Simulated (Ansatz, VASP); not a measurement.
## GaAs in VASP and in Ansatz

File INCAR:

```
SYSTEM = GaAs
PREC     = Accurate       ! precision mode
ENCUT    = 400            ! plane-wave cutoff, eV
EDIFF    = 1E-6           ! SCF threshold, eV
ISMEAR   = 0              ! smearing method
SIGMA    = 0.05           ! smearing width, eV
LREAL    = .FALSE.        ! projectors in reciprocal space
LASPH    = .TRUE.         ! aspherical terms in the spheres
NELM     = 120            ! most SCF steps
ALGO     = Normal         ! electronic algorithm
ISIF     = 2              ! what is computed and relaxed
LWAVE    = .FALSE.        ! write WAVECAR
LCHARG   = .TRUE.         ! write CHGCAR
LDIPOL   = .TRUE.       
IDIPOL   = 3            
DIPOL    = 0.5 0.5 0.439
GGA      = PE             ! functional
IVDW     = 12             ! dispersion correction
LELF     = .TRUE.         ! ELF
LVHAR    = .TRUE.       
LVACPOTAV= .TRUE.       
NBANDS   = 86             ! bands
GGA_COMPAT= .FALSE.      
NELMDL   = -8
```

File KPOINTS:

```
Automatic mesh
0
G
  2 3 1
  0 0 0
```

POSCAR

```
GaAs
1.0
    8.0267120191      0.0000000000      0.0000000000
    0.0000000000      5.6757424993      0.0000000000
    0.0000000000      0.0000000000     25.1007340143
Ga As
8 8
Direct
    0.2500000000      0.5000000000      0.3187157792
    0.7500000000      0.5000000000      0.3187157792
    0.5000000000      0.0000000000      0.3986607722
    0.0000000000      0.0000000000      0.3986607722
    0.7507023277      0.5074979792      0.4836829274
    0.2472020191      0.5032069759      0.4826978024
   -0.0027863919     -0.0245771377      0.5519912570
    0.5049021864     -0.0600373575      0.5446786048
    0.5000000000      0.2500000000      0.3187157792
    0.0000000000      0.2500000000      0.3187157792
    0.7500000000      0.7500000000      0.3986607722
    0.2500000000      0.7500000000      0.3986607722
   -0.0018358051      0.2540467495      0.4782953435
    0.4997069935      0.2557006585      0.4796775900
    0.2475957043      0.7321979080      0.5666708799
    0.7531032249      0.7236656426      0.5696225318
```

Input for Ansatz:

```yaml
crystal:
  lattice:
    - [8.0267120191, 0.0, 0.0]
    - [0.0, 5.6757424993, 0.0]
    - [0.0, 0.0, 25.1007340143]
  atoms:
    - { symbol: Ga, position: [0.25, 0.5, 0.3187157792] }
    - { symbol: Ga, position: [0.75, 0.5, 0.3187157792] }
    - { symbol: As, position: [0.5, 0.25, 0.3187157792] }
    - { symbol: As, position: [0.0, 0.25, 0.3187157792] }
    - { symbol: Ga, position: [0.5, 0.0, 0.3986607722] }
    - { symbol: Ga, position: [0.0, 0.0, 0.3986607722] }
    - { symbol: As, position: [0.75, 0.75, 0.3986607722] }
    - { symbol: As, position: [0.25, 0.75, 0.3986607722] }
    - { symbol: Ga, position: [0.7507023277, 0.5074979792, 0.4836829274] }
    - { symbol: Ga, position: [0.2472020191, 0.5032069759, 0.4826978024] }
    - { symbol: As, position: [-0.0018358051, 0.2540467495, 0.4782953435] }
    - { symbol: As, position: [0.4997069935, 0.2557006585, 0.47967759] }
    - { symbol: Ga, position: [-0.0027863919, -0.0245771377, 0.551991257] }
    - { symbol: Ga, position: [0.5049021864, -0.0600373575, 0.5446786048] }
    - { symbol: As, position: [0.2475957043, 0.732197908, 0.5666708799] }
    - { symbol: As, position: [0.7531032249, 0.7236656426, 0.5696225318] }
basis:
  ecutwfc: 420
kpoints:
  mp_grid: { grid: [2, 3, 1] }
hamiltonian:
  xc: pbe
  dispersion: d3bj
scf:
  occupations: { method: gaussian, width: 0.05 }
output:
  forces: true
  eigenvalues: true
  write_density: true
  volumetric_format: npy
efield:
  axis: 3
  dipole_correction: true
  ramp_width: 0.04
```

Alike in both runs: task single point; functional PBE; dispersion D3(BJ); k mesh 2 × 3 × 1; occupations gaussian, width 0.05 eV; no spin polarisation.

```csv
,VASP,Ansatz
version,VASP 6.6.1,Ansatz 0.2.0
potentials or method,"VASP PAW PBE potentials, release 64 (Ga_d, As), cutoff 400 eV","scalar-relativistic, plane waves, PAW"
valence electrons in the cell,144,224
```

```csv
,VASP,Ansatz,Ansatz less VASP
gap on the k mesh at the Fermi level (eV),0.63,0.64,+0.004
least direct gap on the mesh (eV),0.63,0.64,+0.004
rms of the force components (eV/Å),0.449,0.451,+0.0021
```

VASP's potentials hold 144 valence electrons a cell and Ansatz's 224, so a difference there can come from the potentials and not from the codes.
